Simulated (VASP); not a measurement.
## ZnS: single point with PBE

The system is ZnS.

```
CELL_PARAMETERS angstrom
-3.84672 0.00000 0.00000
-1.92336 -3.33136 0.00000
0.00000 0.00000 13.09023
ATOMIC_POSITIONS crystal
Zn 0.00000 0.00000 0.63118
Zn 0.00000 0.00000 0.15028
Zn 0.33333 0.33333 0.87161
Zn 0.66667 0.66667 0.39071
S 0.00000 0.00000 0.81127
S 0.00000 0.00000 0.33037
S 0.33333 0.33333 0.09025
S 0.66667 0.66667 0.57115
```

This cell differs from its parent crystal: the distance across one plane changed.

```yaml
Program: VASP 6.6.1
Task: single point
Functional: PBE
Potentials_or_basis: VASP PAW PBE potentials, release 64 (Zn, S)
Cutoff: 520 eV
k_mesh: 8 × 8 × 2
Occupations: gaussian, width 0.05 eV
Spin: no spin polarisation
```

The pressure is -1.1 GPa. The largest force is 0.955 eV/Å and the band gap on the k mesh is 1.34 eV.

Forces in eV/Å, atoms in the order of the input:
```
Zn   0.000  0.000 -0.231
Zn   0.000  0.000 -0.311
Zn   0.000  0.000  0.719
Zn   0.000  0.000 -0.239
S    0.000  0.000  0.541
S    0.000  0.000  0.240
S    0.000  0.000 -0.955
S    0.000  0.000  0.237
```

Stress tensor (GPa, compression positive):
```
-0.38  0.00  0.00
 0.00 -0.38  0.00
 0.00  0.00 -2.64
```

Levels at points of the mesh, in eV from the valence-band top:
| k point | band 34 | band 35 | band 36 | band 37 | band 38 | band 39 |
| --- | --- | --- | --- | --- | --- | --- |
| (0.00, 0.00, 0.00) | -0.37 | 0.00 | 0.00 | 1.34 | 2.67 | 2.97 |
| (0.50, 0.00, 0.00) | -1.63 | -1.10 | -0.98 | 2.46 | 3.07 | 3.31 |
| (0.00, 0.00, 0.50) | -0.54 | -0.01 | -0.01 | 1.93 | 2.59 | 2.83 |
| (0.50, 0.00, 0.50) | -1.56 | -1.29 | -1.01 | 2.76 | 3.31 | 3.47 |

Run time: 3 min on 1 thread of Intel(R) Xeon(R) Platinum 8488C (Sapphire Rapids) (shared host), peak memory 0.34 GiB.

Caveat: the cell differs from its parent crystal (the distance across one plane changed).
